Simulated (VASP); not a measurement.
# Be2ZnTe2O (I4/mmm) in VASP: further runs

Runs on Be2ZnTe2O. Level: PBE. Tasks: single point, relaxation of cell and atoms.

Program: VASP 6.6.1. These are calculated values, not measurements. Logs are shortened: lines on timing, memory, paths and dates and some standing lists are left out, and cuts for length are marked.

### 1 The cell of the first run

Symmetry: I4/mmm, No. 139, tetragonal system. Conventional cell: a = 4.157 Å, b = 4.157 Å, c = 10.989 Å, α = 90.00°, β = 90.00°, γ = 90.00°. Within 2.2 Å of Be (site symmetry 4mm) lie 1 Zn at 1.62 Å. Within 2.2 Å of Zn (site symmetry 4/mmm) lie 2 Be at 1.62 Å. Te (site symmetry -4m2) has 4 Be at 2.36 Å and 4 Te at 2.94 Å within 3.1 Å. O (site symmetry 4/mmm) has 4 Zn at 2.94 Å and 10 Be at 3.36 to 3.87 Å and 8 Te at 3.44 Å within 3.9 Å.

The cell was built from a structure type or drawn by symmetry, and may not be a known phase.

### 2 Single point, PBE

The input, INCAR:

```
PREC = Accurate
ENCUT = 520
EDIFF = 1E-6
ISMEAR = 0
SIGMA = 0.1
LREAL = False
LASPH = True
NELM = 80
ALGO = Normal
ISIF = 2
LWAVE = False
LCHARG = False
GGA = PE
NBANDS = 26
```

The input, KPOINTS:

```
Automatic mesh
0
Gamma
  6 6 6
```

The input, POSCAR:

```
Be2ZnTe2O
1.0
   -2.0784943500      2.0784943500      5.4944008300
    2.0784943500     -2.0784943500      5.4944008300
    2.0784943500      2.0784943500     -5.4944008300
Be Zn Te O
2 1 2 1
Direct
    0.3525790000      0.3525790000      0.0000000000
    0.6474210000      0.6474210000      0.0000000000
    0.5000000000      0.5000000000      0.0000000000
    0.2500000000      0.7500000000      0.5000000000
    0.7500000000      0.2500000000      0.5000000000
    0.0000000000      0.0000000000      0.0000000000
```

Potentials or basis: VASP PAW PBE potentials, release 64 (Be, Zn, Te, O).

Started as:

```
cat potpaw_PBE.64/Be/POTCAR potpaw_PBE.64/Zn/POTCAR potpaw_PBE.64/Te/POTCAR potpaw_PBE.64/O/POTCAR > POTCAR
mpirun -np 1 vasp_std > vasp.out
```

OUTCAR:

```text
PREC = Accurate
   ENCUT = 520
   EDIFF = 1E-6
   ISMEAR = 0
   LREAL = False
   LASPH = True
   NELM = 80
   ISIF = 2
   GGA = PE

 ion  position               nearest neighbor table
   1  0.353  0.353  0.000-   3 1.62   4 2.36   5 2.36   4 2.36   5 2.36
   2  0.647  0.647  0.000-   3 1.62   5 2.36   4 2.36   4 2.36   5 2.36
   3  0.500  0.500  0.000-   1 1.62   2 1.62
   4  0.250  0.750  0.500-   1 2.36   2 2.36   1 2.36   2 2.36   5 2.94   5 2.94   5 2.94   5 2.94

   5  0.750  0.250  0.500-   1 2.36   2 2.36   1 2.36   2 2.36   4 2.94   4 2.94   4 2.94   4 2.94

   6  0.000  0.000  0.000-

  LATTYP: Found a body centered tetragonal cell.
 ALAT       =     4.1569887000
 C/A-ratio  =     2.6434523770

  Lattice vectors:

 A1 = (  -2.0784943500,   2.0784943500,   5.4944008300)
 A2 = (   2.0784943500,  -2.0784943500,   5.4944008300)
 A3 = (   2.0784943500,   2.0784943500,  -5.4944008300)

Analysis of symmetry for initial positions (statically):
=====================================================================
 Subroutine PRICEL returns:
 Original cell was already a primitive cell.

 Routine SETGRP: Setting up the symmetry group for a
 body centered tetragonal supercell.

 Subroutine GETGRP returns: Found 16 space group operations
 (whereof 16 operations were pure point group operations)
 out of a pool of 16 trial point group operations.

The static configuration has the point symmetry D_4h.

Analysis of symmetry for dynamics (positions and initial velocities):
=====================================================================
 Subroutine PRICEL returns:
 Original cell was already a primitive cell.

 Routine SETGRP: Setting up the symmetry group for a
 body centered tetragonal supercell.

 Subroutine GETGRP returns: Found 16 space group operations
 (whereof 16 operations were pure point group operations)
 out of a pool of 16 trial point group operations.

The dynamic configuration has the point symmetry D_4h.

 Subroutine INISYM returns: Found 16 space group operations
 (whereof 16 operations are pure point group operations),
 and found     1 'primitive' translations

----------------------------------------------------------------------------------------

                                     Primitive cell

  volume of cell :      94.9463

[... 91 lines left out ...]
   LNONCOLLINEAR =      F non collinear calculations
   LSORBIT =      F    spin-orbit coupling
   LASPH  =      T    aspherical Exc in radial PAW
   ENCUT  =  520.0 eV  38.22 Ry    6.18 a.u.  11.59 11.59 11.59*2*pi/ulx,y,z
   NELM   =     80;   NELMIN=  2; NELMDL= -5     # of ELM steps
   EDIFF  = 0.1E-05   stopping-criterion for ELM
   LREAL  =      F    real-space projection
   EDIFFG = 0.1E-04   stopping-criterion for IOM
   NSW    =      0    number of steps for IOM
   IBRION =     -1    ionic relax: 0-MD 1-quasi-New 2-CG
   NFREE  =      0    steps in history (QN), initial steepest desc. (CG)
   ISIF   =      2    stress and relaxation
   ISYM   =      2    0-nonsym 1-usesym 2-fastsym
   POTIM  = 0.5000    time-step for ionic-motion
   TEBEG  =    0.0;   TEEND  =   0.0 temperature during run
   PSTRESS=    0.0 pullay stress
   NELECT =      34.0000    total number of electrons
   NUPDOWN=      -1.0000    fix difference up-down
   EMIN   =  10.00;   EMAX   =-10.00  energy-range for DOS
   EFERMI =   0.00;   METHOD = LEGACY
   ISMEAR =     0;   SIGMA  =   0.10  broadening in eV -4-tet -1-fermi 0-gaus
   EFERMI_NEDOS =   21; number of points for ismear=-14 and -15
   IALGO  =     38    algorithm
   IMIX   =      4    mixing-type and parameters
     AMIX     =   0.40;   BMIX     =  1.00
     AMIX_MAG =   1.60;   BMIX_MAG =  1.00
  volume/ion in A,a.u.               =      15.82       106.79
  Fermi-wavevector in a.u.,A,eV,Ry     =   1.162541  2.196885 18.388311  1.351503
  Thomas-Fermi vector in A             =   2.299101
   LORBIT       =      0    0 simple, 1 ext, 2 COOP (PROOUT), +10 PAW based schemes
   GGA     = PE    functional components
   LHFCALC =     F    Hartree Fock is set to
   AEXX    =    0.0000 exact exchange contribution
   IVDW    =     0    specifies the selected vdW correction
   LEPSILON=     F    determine dielectric tensor
   LRPA    =     F    only Hartree local field effects (RPA)
 non-spin polarized calculation
 Gauss-broadening in eV      SIGMA  =   0.10
  energy-cutoff  :      520.00
  volume of cell :       94.95
 maximum number of plane-waves:      2580
 NGX is ok and might be reduce to    48
   NGX = 23   NGY = 23   NGZ = 23

 number of electron      33.9999997 magnetization

 Free energy of the ion-electron system (eV)
  ---------------------------------------------------
  ext. energy  EPLUGINS =         0.00000000
  ---------------------------------------------------
  free energy    TOTEN  =        -9.71706099 eV

  energy without entropy =       -9.68681419  energy(sigma->0) =       -9.70193759

 E-fermi :   6.1470     XC(G=0): -10.2954

 val. band max:        6.1387458367   @ k =  -0.3333   0.1667   0.0000
 cond. band min:       6.1578495865   @ k =   0.3333   0.1667   0.1667
 fundamental gap:      0.0191037498
 Fermi energy:         6.1470202037

 k-point     1 :       0.0000    0.0000    0.0000
  band No.  band energies     occupation
      1      -9.5773      2.00000
      2      -8.6787      2.00000
      3      -3.2258      2.00000
      4      -2.8533      2.00000
      5      -2.4351      2.00000
      6      -2.4351      2.00000
[... 685 lines left out ...]
     25      12.8038      0.00000
     26      13.7212      0.00000

 [... further k-points ...]
[... 5 lines left out ...]
  --------------------------------------------------------------------------------------
  -------------------------------------------------------------------------------------
  Total       12.3341006     12.3341006     35.3345807      0.0000000     -0.0000000      0.0000000
  in kB      208.1325678    208.1325678    596.2556357      0.0000000     -0.0000000      0.0000000
  external PRESSURE =     337.5069238 kB  Pullay stress =       0.0000000 kB

 VOLUME and BASIS-vectors are now :
 -----------------------------------------------------------------------------
  energy-cutoff  :      520.00
  volume of cell :       94.95
      direct lattice vectors                 reciprocal lattice vectors
    -2.078494350  2.078494350  5.494400830     0.000000000  0.240558749  0.091001733
     2.078494350 -2.078494350  5.494400830     0.240558749  0.000000000  0.091001733
     2.078494350  2.078494350 -5.494400830     0.240558749  0.240558749  0.000000000

 POSITION                                       TOTAL-FORCE (eV/Angst)
 -----------------------------------------------------------------------------------
      0.00000      0.00000      3.87442         0.000000      0.000000     -9.631504
      0.00000      0.00000      7.11438        -0.000000     -0.000000      9.631504
      0.00000      0.00000      5.49440         0.000000      0.000000      0.000000
      2.07849     -0.00000      2.74720         0.000000      0.000000      0.000000
     -0.00000      2.07849      2.74720         0.000000      0.000000      0.000000
      0.00000      0.00000      0.00000         0.000000      0.000000      0.000000
 -----------------------------------------------------------------------------------
    total drift:                                0.000000     -0.000000      0.000000

  FREE ENERGIE OF THE ION-ELECTRON SYSTEM (eV)
  ---------------------------------------------------
  free  energy   TOTEN  =        -9.7170609928 eV

  energy  without entropy=       -9.6868141895  energy(sigma->0) =       -9.70193759
```

Wall time 65 s (1 thread of Intel Xeon 6975P-C (Granite Rapids), shared host); peak memory 0.37 GiB.

What came out:

```yaml
Free_energy: -9.7171 eV
Pressure: 33.8 GPa
Largest_force: 9.632 eV/Å
Band_gap_on_the_k_mesh: zero (bands 17 and 18 overlap by 0.75 eV)
```

Forces on the atoms (eV/Å):
```
Be   0.000  0.000 -9.632
Be   0.000  0.000  9.632
Zn   0.000  0.000  0.000
Te   0.000  0.000  0.000
Te   0.000  0.000  0.000
O    0.000  0.000  0.000
```

Stress tensor (GPa, compression positive):
```
20.81  0.00  0.00
 0.00 20.81  0.00
 0.00  0.00 59.63
```

Caveat: the cell stands under pressure; semilocal functionals underestimate gaps, so a narrow gap can read as zero; spin-orbit coupling is left out, which moves the levels of the heavy elements; forces of over 1 eV/Å act on the atoms, so gaps and moduli don't describe the material at rest.

### 3 Single point, PBE

This run uses another cell than the first one, of 20.68 Å³/atom.

The input, INCAR:

```
PREC = Accurate
ENCUT = 520
EDIFF = 1E-6
ISMEAR = 0
SIGMA = 0.1
LREAL = F
LASPH = T
NELM = 60
ALGO = Normal
ISIF = 2
LWAVE = F
LCHARG = F
GGA = PE
NBANDS = 26
```

KPOINTS is that of step 2.

The input, POSCAR:

```
Be2ZnTe2O
1.0
   -2.3745754467      2.3745754467      5.5006270903
    2.3745754467     -2.3745754467      5.5006270903
    2.3745754467      2.3745754467     -5.5006270903
Be Zn Te O
2 1 2 1
Direct
    0.1302857641      0.1302857641      0.0000000000
    0.8697142359      0.8697142359      0.0000000000
    0.5000000000      0.5000000000      0.0000000000
    0.2500000000      0.7500000000      0.5000000000
    0.7500000000      0.2500000000      0.5000000000
    0.0000000000      0.0000000000      0.0000000000
```

Potentials or basis: VASP PAW PBE potentials, release 64 (Be, Zn, Te, O).

Started as:

```
cat potpaw_PBE.64/Be/POTCAR potpaw_PBE.64/Zn/POTCAR potpaw_PBE.64/Te/POTCAR potpaw_PBE.64/O/POTCAR > POTCAR
mpirun -np 1 vasp_std > vasp.out
```

OUTCAR:

```text
PREC = Accurate
   ENCUT = 520
   EDIFF = 1E-6
   ISMEAR = 0
   LREAL = F
   LASPH = T
   NELM = 60
   ISIF = 2
   GGA = PE

 ion  position               nearest neighbor table
   1  0.130  0.130  0.000-   6 1.43   4 2.72   5 2.72   4 2.72   5 2.72
   2  0.870  0.870  0.000-   6 1.43   5 2.72   4 2.72   5 2.72   4 2.72
   3  0.500  0.500  0.000-
   4  0.250  0.750  0.500-   1 2.72   2 2.72   2 2.72   1 2.72   5 3.36   5 3.36   5 3.36   5 3.36

   5  0.750  0.250  0.500-   1 2.72   2 2.72   2 2.72   1 2.72   4 3.36   4 3.36   4 3.36   4 3.36

   6  0.000  0.000  0.000-   1 1.43   2 1.43

  LATTYP: Found a body centered tetragonal cell.
 ALAT       =     4.7491508934
 C/A-ratio  =     2.3164676018

  Lattice vectors:

 A1 = (  -2.3745754467,   2.3745754467,   5.5006270903)
 A2 = (   2.3745754467,  -2.3745754467,   5.5006270903)
 A3 = (   2.3745754467,   2.3745754467,  -5.5006270903)

Analysis of symmetry for initial positions (statically):
=====================================================================
 Subroutine PRICEL returns:
 Original cell was already a primitive cell.

 Routine SETGRP: Setting up the symmetry group for a
 body centered tetragonal supercell.

[... 173 lines left out ...]

 E-fermi :   3.7308     XC(G=0):  -9.1645

 val. band max:        3.7146847671   @ k =   0.3333   0.3333  -0.0000
 cond. band min:       3.7343993373   @ k =   0.5000   0.5000   0.1667
 fundamental gap:      0.0197145702
 Fermi energy:         3.7307814689

 k-point     1 :       0.0000    0.0000    0.0000
  band No.  band energies     occupation
      1     -14.3349      2.00000
      2      -8.7936      2.00000
      3      -5.6372      2.00000
      4      -2.3419      2.00000
      5      -2.1113      2.00000
      6      -2.1113      2.00000
[... 685 lines left out ...]
     25      10.3170      0.00000
     26      10.5825      0.00000

 [... further k-points ...]
[... 5 lines left out ...]
  --------------------------------------------------------------------------------------
  -------------------------------------------------------------------------------------
  Total        0.0163690      0.0163690     -0.1289670      0.0000000      0.0000000      0.0000000
  in kB        0.2113926      0.2113926     -1.6655009      0.0000000      0.0000000      0.0000000
  external PRESSURE =      -0.4142386 kB  Pullay stress =       0.0000000 kB

 VOLUME and BASIS-vectors are now :
 -----------------------------------------------------------------------------
  energy-cutoff  :      520.00
  volume of cell :      124.06
      direct lattice vectors                 reciprocal lattice vectors
    -2.374575447  2.374575447  5.500627090     0.000000000  0.210563956  0.090898727
     2.374575447 -2.374575447  5.500627090     0.210563956  0.000000000  0.090898727
     2.374575447  2.374575447 -5.500627090     0.210563956  0.210563956  0.000000000

 POSITION                                       TOTAL-FORCE (eV/Angst)
 -----------------------------------------------------------------------------------
      0.00000      0.00000      1.43331        -0.000000     -0.000000     -0.033996
      0.00000      0.00000      9.56795         0.000000      0.000000      0.033996
      0.00000      0.00000      5.50063        -0.000000     -0.000000     -0.000000
      2.37458     -0.00000      2.75031        -0.000000     -0.000000     -0.000000
     -0.00000      2.37458      2.75031        -0.000000     -0.000000     -0.000000
      0.00000      0.00000      0.00000        -0.000000     -0.000000     -0.000000
 -----------------------------------------------------------------------------------
    total drift:                                0.000000     -0.000000      0.000000

  FREE ENERGIE OF THE ION-ELECTRON SYSTEM (eV)
  ---------------------------------------------------
  free  energy   TOTEN  =       -22.5649792955 eV

  energy  without entropy=      -22.5492705551  energy(sigma->0) =      -22.55712493
```

OSZICAR:

```text
N       E                     dE             d eps       ncg     rms          rms(c)
DAV:   1     0.190059760491E+03    0.19006E+03   -0.13575E+04  1560   0.121E+03
DAV:   2    -0.450691435489E+01   -0.19457E+03   -0.18023E+03  1714   0.261E+02
DAV:   3    -0.261300809989E+02   -0.21623E+02   -0.21222E+02  1964   0.893E+01
DAV:   4    -0.266133808464E+02   -0.48330E+00   -0.48210E+00  1852   0.135E+01
DAV:   5    -0.266227348424E+02   -0.93540E-02   -0.93520E-02  2120   0.191E+00    0.132E+01
DAV:   6    -0.226883862352E+02    0.39343E+01   -0.13094E+01  2004   0.234E+01    0.624E+00
DAV:   7    -0.226376019796E+02    0.50784E-01   -0.15223E+00  1782   0.598E+00    0.386E+00
DAV:   8    -0.225836556564E+02    0.53946E-01   -0.39292E-01  1898   0.355E+00    0.105E+00
DAV:   9    -0.225661079175E+02    0.17548E-01   -0.14253E-01  2332   0.260E+00    0.335E-01
DAV:  10    -0.225647037271E+02    0.14042E-02   -0.17692E-02  1960   0.969E-01    0.249E-01
DAV:  11    -0.225649787851E+02   -0.27506E-03   -0.29945E-03  1884   0.284E-01    0.114E-01
DAV:  12    -0.225650391085E+02   -0.60323E-04   -0.11422E-04  1846   0.824E-02    0.756E-02
DAV:  13    -0.225649825535E+02    0.56555E-04   -0.12896E-04  2336   0.899E-02    0.257E-02
DAV:  14    -0.225649807406E+02    0.18129E-05   -0.13561E-04  1882   0.668E-02    0.101E-02
DAV:  15    -0.225649797178E+02    0.10229E-05   -0.54892E-06  1890   0.166E-02    0.825E-03
DAV:  16    -0.225649816225E+02   -0.19048E-05   -0.95474E-07  1306   0.930E-03    0.106E-02
DAV:  17    -0.225649792029E+02    0.24197E-05   -0.88428E-06  2076   0.222E-02    0.382E-03
DAV:  18    -0.225649792955E+02   -0.92584E-07   -0.12784E-06  1318   0.573E-03
   1 F= -.22564979E+02 E0= -.22557125E+02  d E =-.157087E-01
```

stdout:

```text
POSCAR found type information on POSCAR BeZnTeO
 POSCAR found :  4 types and       6 ions
 scaLAPACK will be used
 LDA part: xc-table for (Slater+PW92), standard interpolation
 POSCAR, INCAR and KPOINTS ok, starting setup
 FFT: planning ... GRIDC
 FFT: planning ... GRID_SOFT
 FFT: planning ... GRID
 WAVECAR not read
 entering main loop
```

Run time: 74 s. Hardware: 1 thread of Intel Xeon 6975P-C (Granite Rapids), shared host; peak memory 0.38 GiB.

What came out:

- Free energy: -22.5650 eV
- Pressure: 0.0 GPa
- Largest force: 0.034 eV/Å
- Band gap on the k mesh: zero (bands 17 and 18 overlap by 2.57 eV)

Forces in eV/Å, atoms in the order of the input:
```
Be   0.000  0.000 -0.034
Be   0.000  0.000  0.034
Zn   0.000  0.000  0.000
Te   0.000  0.000  0.000
Te   0.000  0.000  0.000
O    0.000  0.000  0.000
```

Caveat: spin-orbit coupling is left out, which moves the levels of the heavy elements.

(Part 1 of 3 ends here.)
